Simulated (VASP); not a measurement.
# Zn (Im-3m) in VASP: notebook

Runs on Zn. Level: LDA. Tasks: single point, relaxation of cell and atoms.

Everything below comes from runs of VASP 6.6.1. Logs are shortened: lines on timing, memory, paths and dates and some standing lists are left out, and cuts for length are marked.

### 1 The cell of the first run

It takes space group Im-3m (No. 229, cubic). Conventional cell: a = 3.014 Å, b = 3.014 Å, c = 3.014 Å, α = 90.00°, β = 90.00°, γ = 90.00°. Zn (site symmetry m-3m) has 14 Zn at 2.61 to 3.01 Å within 3.4 Å.

### 2 Single point, LDA

The input, INCAR:

```
PREC = Accurate
ENCUT = 520
EDIFF = 1E-6
ISMEAR = -1
SIGMA = 0.05
LREAL = False
LASPH = True
NELM = 80
ALGO = Normal
ISIF = 2
LWAVE = False
LCHARG = False
GGA = CA
NBANDS = 12
```

The input, KPOINTS:

```
Automatic mesh
0
Gamma
  18 18 18
```

The input, POSCAR:

```
Zn
1.0
   -1.5070868419      1.5070868419      1.5070868419
    1.5070868419     -1.5070868419      1.5070868419
    1.5070868419      1.5070868419     -1.5070868419
Zn
1
Direct
    0.0000000000      0.0000000000      0.0000000000
```

Potentials or basis: VASP PAW LDA potentials, release 64 (Zn).

Command:

```bash
cat potpaw_LDA.64/Zn/POTCAR > POTCAR
mpirun -np 1 vasp_std > vasp.out
```

OUTCAR:

```text
PREC = Accurate
   ENCUT = 520
   EDIFF = 1E-6
   ISMEAR = -1
   LREAL = False
   LASPH = True
   NELM = 80
   ISIF = 2
   GGA = CA

 ion  position               nearest neighbor table
   1  0.000  0.000  0.000-

  LATTYP: Found a body centered cubic cell.
 ALAT       =     3.0141736838

  Lattice vectors:

 A1 = (  -1.5070868419,   1.5070868419,   1.5070868419)
 A2 = (   1.5070868419,  -1.5070868419,   1.5070868419)
 A3 = (   1.5070868419,   1.5070868419,  -1.5070868419)

Analysis of symmetry for initial positions (statically):
=====================================================================
 Subroutine PRICEL returns:
 Original cell was already a primitive cell.

 Routine SETGRP: Setting up the symmetry group for a
 body centered cubic supercell.

 Subroutine GETGRP returns: Found 48 space group operations
 (whereof 48 operations were pure point group operations)
 out of a pool of 48 trial point group operations.

The static configuration has the point symmetry O_h .

Analysis of symmetry for dynamics (positions and initial velocities):
=====================================================================
 Subroutine PRICEL returns:
 Original cell was already a primitive cell.

 Routine SETGRP: Setting up the symmetry group for a
 body centered cubic supercell.

 Subroutine GETGRP returns: Found 48 space group operations
 (whereof 48 operations were pure point group operations)
 out of a pool of 48 trial point group operations.

The dynamic configuration has the point symmetry O_h .

 Subroutine INISYM returns: Found 48 space group operations
 (whereof 48 operations are pure point group operations),
 and found     1 'primitive' translations

----------------------------------------------------------------------------------------

                                     Primitive cell

  volume of cell :      13.6923

  direct lattice vectors                    reciprocal lattice vectors
    -1.507086842  1.507086842  1.507086842     0.000000000  0.331765885  0.331765885
     1.507086842 -1.507086842  1.507086842     0.331765885  0.000000000  0.331765885
     1.507086842  1.507086842 -1.507086842     0.331765885  0.331765885  0.000000000

  length of vectors
     2.610350982  2.610350982  2.610350982     0.469187814  0.469187814  0.469187814

  position of ions in fractional coordinates (direct lattice)
     0.000000000  0.000000000  0.000000000

  ion indices of the primitive-cell ions
   primitive index   ion index
                 1           1

----------------------------------------------------------------------------------------

 KPOINTS: Automatic mesh

Automatic generation of k-mesh.
 Grid dimensions read from file:
 generate k-points for:   18   18   18

 Generating k-lattice:

  Cartesian coordinates                     Fractional coordinates (reciprocal lattice)
     0.000000000  0.018431438  0.018431438     0.055555556  0.000000000  0.000000000
     0.018431438  0.000000000  0.018431438     0.000000000  0.055555556  0.000000000
     0.018431438  0.018431438  0.000000000     0.000000000  0.000000000  0.055555556

  Length of vectors
     0.026065990  0.026065990  0.026065990

  Shift w.r.t. Gamma in fractional coordinates (k-lattice)
     0.000000000  0.000000000  0.000000000

 Subroutine IBZKPT returns following result:
 ===========================================

 Found    195 irreducible k-points:

 Following reciprocal coordinates:
            Coordinates               Weight
  0.000000  0.000000  0.000000      1.000000
  0.055556  0.000000  0.000000     12.000000
  0.111111  0.000000  0.000000     12.000000
  0.166667  0.000000  0.000000     12.000000
  0.222222  0.000000  0.000000     12.000000
  0.277778  0.000000  0.000000     12.000000
[... 16 lines left out ...]
  0.333333  0.111111  0.000000     48.000000
  0.388889  0.111111  0.000000     48.000000
 [... further k-points ...]
   k-points           NKPTS =    195   k-points in BZ     NKDIM =    195   number of bands    NBANDS=     12
   number of dos      NEDOS =    301   number of ions     NIONS =      1
   total plane-waves  NPLWV =   8000
   dimension x,y,z NGX =    20 NGY =   20 NGZ =   20
   dimension x,y,z NGXF=    40 NGYF=   40 NGZF=   40
   ions per type =               1
   NGX,Y,Z   is equivalent  to a cutoff of  12.74, 12.74, 12.74 a.u.
   NGXF,Y,Z  is equivalent  to a cutoff of  25.47, 25.47, 25.47 a.u.
 SYSTEM =  unknown system
   PREC   = accura    normal or accurate (medium, high low for compatibility)
   ISTART =      0    job   : 0-new  1-cont  2-samecut
   ICHARG =      2    charge: 1-file 2-atom 10-const
   ISPIN  =      1    spin polarized calculation?
   LNONCOLLINEAR =      F non collinear calculations
   LSORBIT =      F    spin-orbit coupling
   LASPH  =      T    aspherical Exc in radial PAW
   ENCUT  =  520.0 eV  38.22 Ry    6.18 a.u.   4.85  4.85  4.85*2*pi/ulx,y,z
   NELM   =     80;   NELMIN=  2; NELMDL= -5     # of ELM steps
   EDIFF  = 0.1E-05   stopping-criterion for ELM
   LREAL  =      F    real-space projection
   EDIFFG = 0.1E-04   stopping-criterion for IOM
   NSW    =      0    number of steps for IOM
   IBRION =     -1    ionic relax: 0-MD 1-quasi-New 2-CG
   NFREE  =      0    steps in history (QN), initial steepest desc. (CG)
   ISIF   =      2    stress and relaxation
   ISYM   =      2    0-nonsym 1-usesym 2-fastsym
   POTIM  = 0.5000    time-step for ionic-motion
   TEBEG  =    0.0;   TEEND  =   0.0 temperature during run
   PSTRESS=    0.0 pullay stress
   NELECT =      12.0000    total number of electrons
   NUPDOWN=      -1.0000    fix difference up-down
   EMIN   =  10.00;   EMAX   =-10.00  energy-range for DOS
   EFERMI =   0.00;   METHOD = LEGACY
   ISMEAR =    -1;   SIGMA  =   0.05  broadening in eV -4-tet -1-fermi 0-gaus
   EFERMI_NEDOS =   21; number of points for ismear=-14 and -15
   IALGO  =     38    algorithm
   IMIX   =      4    mixing-type and parameters
     AMIX     =   0.40;   BMIX     =  1.00
     AMIX_MAG =   1.60;   BMIX_MAG =  1.00
  volume/ion in A,a.u.               =      13.69        92.40
  Fermi-wavevector in a.u.,A,eV,Ry     =   1.566668  2.960573 33.394801  2.454449
  Thomas-Fermi vector in A             =   2.668962
   LORBIT       =      0    0 simple, 1 ext, 2 COOP (PROOUT), +10 PAW based schemes
   GGA     = CA    functional components
   LHFCALC =     F    Hartree Fock is set to
   AEXX    =    0.0000 exact exchange contribution
   IVDW    =     0    specifies the selected vdW correction
   LEPSILON=     F    determine dielectric tensor
   LRPA    =     F    only Hartree local field effects (RPA)
 non-spin polarized calculation
  energy-cutoff  :      520.00
  volume of cell :       13.69
 maximum number of plane-waves:       382
   NGX =  9   NGY =  9   NGZ =  9

 number of electron      11.9999985 magnetization

 Free energy of the ion-electron system (eV)
  ---------------------------------------------------
  ext. energy  EPLUGINS =         0.00000000
  ---------------------------------------------------
  free energy    TOTEN  =        -1.77520416 eV

  energy without entropy =       -1.77250216  energy(sigma->0) =       -1.77385316

 E-fermi :   3.8489     XC(G=0): -12.4701

 val. band max:        3.8418765013   @ k =  -0.4444   0.5000   0.1111
 cond. band min:       3.8591055574   @ k =   0.3889   0.1667   0.0000
 fundamental gap:      0.0172290561
 Fermi energy:         3.8488865708

 k-point     1 :       0.0000    0.0000    0.0000
  band No.  band energies     occupation
      1      -7.5732      2.00000
      2      -4.4182      2.00000
      3      -4.4182      2.00000
      4      -4.4182      2.00000
      5      -3.7950      2.00000
      6      -3.7950      2.00000
      7      24.5960      0.00000
      8      24.5960      0.00000
      9      24.5960      0.00000
     10      25.6949      0.00000
     11      25.6949      0.00000
     12      25.6949      0.00000

 k-point     2 :       0.0556    0.0000    0.0000
  band No.  band energies     occupation
      1      -7.4671      2.00000
      2      -4.4298      2.00000
      3      -4.4160      2.00000
      4      -4.3899      2.00000
      5      -3.8062      2.00000
      6      -3.7943      2.00000
      7      22.8399      0.00000
      8      23.7032      0.00000
      9      23.9975      0.00000
     10      24.9207      0.00000
     11      24.9658      0.00000
     12      25.5407      0.00000

 k-point     3 :       0.1111    0.0000    0.0000
  band No.  band energies     occupation
      1      -7.1536      2.00000
      2      -4.4631      2.00000
      3      -4.4085      2.00000
      4      -4.3074      2.00000
      5      -3.8342      2.00000
      6      -3.7920      2.00000
      7      19.8077      0.00000
      8      22.1881      0.00000
      9      22.6792      0.00000
     10      23.8632      0.00000
     11      24.2988      0.00000
     12      25.8040      0.00000
[... 286 lines left out ...]
 k-point    23 :       0.3333    0.1111    0.0000
  band No.  band energies     occupation
      1      -5.1050      2.00000
      2      -4.7237      2.00000
      3      -3.9062      2.00000
      4      -3.8413      2.00000
      5      -3.6409      2.00000
      6      -1.3239      2.00000
      7       6.5154      0.00000
      8      13.5716      0.00000
      9      16.8025      0.00000
     10      22.1898      0.00000
     11      25.3403      0.00000
     12      28.8449      0.00000

 k-point    24 :       0.3889    0.1111    0.0000
  band No.  band energies     occupation
      1      -5.1284      2.00000
      2      -4.7541      2.00000
      3      -3.8640      2.00000
      4      -3.8266      2.00000
      5      -3.5486      2.00000
      6       0.1232      2.00000
      7       4.4186      0.00002
      8      13.2214      0.00000
      9      16.4555      0.00000
     10      21.9787      0.00000
     11      25.1954      0.00000
     12      30.1417      0.00000

 [... further k-points ...]
[... 5 lines left out ...]
  --------------------------------------------------------------------------------------
  -------------------------------------------------------------------------------------
  Total        0.0604838      0.0604838      0.0604838     -0.0000000      0.0000000     -0.0000000
  in kB        7.0774163      7.0774163      7.0774163     -0.0000000      0.0000000     -0.0000000
  external PRESSURE =       7.0774163 kB  Pullay stress =       0.0000000 kB

 VOLUME and BASIS-vectors are now :
 -----------------------------------------------------------------------------
  energy-cutoff  :      520.00
  volume of cell :       13.69
      direct lattice vectors                 reciprocal lattice vectors
    -1.507086842  1.507086842  1.507086842     0.000000000  0.331765885  0.331765885
     1.507086842 -1.507086842  1.507086842     0.331765885  0.000000000  0.331765885
     1.507086842  1.507086842 -1.507086842     0.331765885  0.331765885  0.000000000

 POSITION                                       TOTAL-FORCE (eV/Angst)
 -----------------------------------------------------------------------------------
      0.00000      0.00000      0.00000        -0.000000     -0.000000     -0.000000
 -----------------------------------------------------------------------------------
    total drift:                                0.000000     -0.000000      0.000000

  FREE ENERGIE OF THE ION-ELECTRON SYSTEM (eV)
  ---------------------------------------------------
  free  energy   TOTEN  =        -1.7752041636 eV

  energy  without entropy=       -1.7725021618  energy(sigma->0) =       -1.77385316
```

Wall time 8.4 s (1 thread of Intel Xeon 6975P-C (Granite Rapids), shared host); peak memory 0.13 GiB.

Results:

```
Free energy            : -1.7752 eV
Pressure               : 0.7 GPa
Band gap on the k mesh : zero (band 6 reaches 8.12 eV, above the bottom of band 7 at 2.97 eV)
```

Levels at points of the mesh, in eV from the Fermi level:
```csv
k point,band 3,band 4,band 5,band 6,band 7,band 8,band 9,band 10
"(0.00, 0.00, 0.00)",-8.27,-8.27,-7.64,-7.64,20.75,20.75,20.75,21.85
"(0.50, 0.00, 0.00)",-7.68,-7.60,-7.23,-3.20,-0.88,12.10,13.43,16.32
"(0.50, 0.50, 0.50)",-7.33,-7.33,-7.33,4.28,4.28,4.28,8.70,9.09
```

### 3 Relaxation of cell and atoms, LDA

This run uses another cell than the first one, of 15.45 Å³/atom, 1.128 times its volume.

The input, INCAR:

```
ALGO = Normal ; EDIFF = 1E-6
EDIFFG = -0.03 ; ENCUT = 600
GGA = CA ; IBRION = 2
ISIF = 3 ; ISMEAR = -1
LASPH = True ; LCHARG = False
LREAL = False ; LWAVE = False
NELM = 60 ; NSW = 80
PREC = Accurate ; SIGMA = 0.05
```

The input, KPOINTS:

```
k-points
0
Gamma
  18 18 18
```

The input, POSCAR:

```
Zn
1.0
   -1.5690370000      1.5690370000      1.5690370000
    1.5690370000     -1.5690370000      1.5690370000
    1.5690370000      1.5690370000     -1.5690370000
Zn
1
Direct
    0.0000000000      0.0000000000      0.0000000000
```

Potentials or basis: VASP PAW LDA potentials, release 64 (Zn).

Command:

```bash
cat potpaw_LDA.64/Zn/POTCAR > POTCAR
mpirun -np 1 vasp_std > vasp.out
```

OUTCAR:

```text
EDIFF = 1E-6
   EDIFFG = -0.03
   ENCUT = 600
   GGA = CA
   IBRION = 2
   ISIF = 3
   ISMEAR = -1
   LASPH = True
   LREAL = False
   NELM = 60
   NSW = 80
   PREC = Accurate

 ion  position               nearest neighbor table
   1  0.000  0.000  0.000-

  LATTYP: Found a body centered cubic cell.
 ALAT       =     3.1380740000

  Lattice vectors:

 A1 = (  -1.5690370000,   1.5690370000,   1.5690370000)
 A2 = (   1.5690370000,  -1.5690370000,   1.5690370000)
 A3 = (   1.5690370000,   1.5690370000,  -1.5690370000)

[... 529 lines left out ...]
      4      -3.8683      2.00000
      5      -3.5933      2.00000
      6       0.0872      2.00000
      7       4.3488      0.00002
      8      13.1186      0.00000
      9      16.3426      0.00000
     10      21.8434      0.00000

 [... further k-points ...]
[... 5 lines left out ...]
  --------------------------------------------------------------------------------------
  -------------------------------------------------------------------------------------
  Total       -0.0221635     -0.0221635     -0.0221635     -0.0000000     -0.0000000      0.0000000
  in kB       -2.5752948     -2.5752948     -2.5752948     -0.0000000     -0.0000000      0.0000000
  external PRESSURE =      -2.5752948 kB  Pullay stress =       0.0000000 kB

 VOLUME and BASIS-vectors are now :
 -----------------------------------------------------------------------------
  energy-cutoff  :      600.00
  volume of cell :       13.79
      direct lattice vectors                 reciprocal lattice vectors
    -1.510615796  1.510615796  1.510615796     0.000000000  0.330990846  0.330990846
     1.510615796 -1.510615796  1.510615796     0.330990846  0.000000000  0.330990846
     1.510615796  1.510615796 -1.510615796     0.330990846  0.330990846  0.000000000

 POSITION                                       TOTAL-FORCE (eV/Angst)
 -----------------------------------------------------------------------------------
     -1.51062      1.51062      1.51062        -0.000000      0.000000     -0.000000
 -----------------------------------------------------------------------------------
    total drift:                               -0.000000     -0.000000      0.000000

  FREE ENERGIE OF THE ION-ELECTRON SYSTEM (eV)
  ---------------------------------------------------
  free  energy   TOTEN  =        -1.7760697401 eV

  energy  without entropy=       -1.7734367462  energy(sigma->0) =       -1.77475324

 reached required accuracy - stopping structural energy minimisation
```

Run time: 14 s. Hardware: 1 thread of Intel Xeon 6975P-C (Granite Rapids), shared host; peak memory 0.16 GiB.

What came out:

| Quantity | Value |
| --- | --- |
| Free energy | -1.7761 eV |
| Relaxed volume | 13.79 Å³/atom |
| Relaxed cell | a = 2.616 Å, b = 2.616 Å, c = 2.616 Å, α = 109.47°, β = 109.47°, γ = 109.47° |
| Space group after relaxing (to 0.05 Å) | Im-3m (No. 229) |
| Energy gained by relaxing | 47.6 meV/atom |
| Ionic steps | 2 |
| Pressure after relaxing | -0.3 GPa |
| Band gap on the k mesh | zero (band 6 reaches 8.05 eV, above the bottom of band 7 at 2.90 eV) |

The path:
| step | energy change (eV) | largest force (eV/Å) | pressure (GPa) | volume (Å³) |
| --- | --- | --- | --- | --- |
| 1 | 0.0000 | 0.0000 | -8.00 | 15.45 |
| 2 | -0.0476 | 0.0000 | -0.26 | 13.79 |

Final structure:
```
Zn
1.0
    -1.51062    1.51062    1.51062
     1.51062   -1.51062    1.51062
     1.51062    1.51062   -1.51062
Zn
1
Direct
  0.00000 0.00000 0.00000
```
